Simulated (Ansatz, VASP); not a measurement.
KBr in VASP and in Ansatz

```xyz
2
Lattice="0.0000 3.2749 3.2749 3.2749 0.0000 3.2749 3.2749 3.2749 0.0000" Properties=species:S:1:pos:R:3 pbc="T T T"
K     0.0000    0.0000    0.0000
Br    3.2749    3.2749    3.2749
```

Alike in both runs: functional PBEsol; k mesh 6 × 6 × 6; occupations gaussian, width 0.02 eV; no spin polarisation.

Ansatz relaxed the structure, and its values are those at the end. VASP's run is a single point on that final structure, the one shown.

```csv
,VASP,Ansatz
version,VASP 6.6.1,Ansatz 0.2.0
potentials or method,"VASP PAW PBE potentials, release 64 (K_sv, Br), cutoff 520 eV","scalar-relativistic, plane waves, PAW"
valence electrons in the cell,16,16
```

```csv
,VASP,Ansatz,Ansatz less VASP
gap on the k mesh at the Fermi level (eV),4.34,4.34,+0.003
least direct gap on the mesh (eV),4.34,4.34,+0.003
pressure (GPa),0.1,0.0,-0.05
```

VASP's potentials were made for PBE, not for PBEsol.
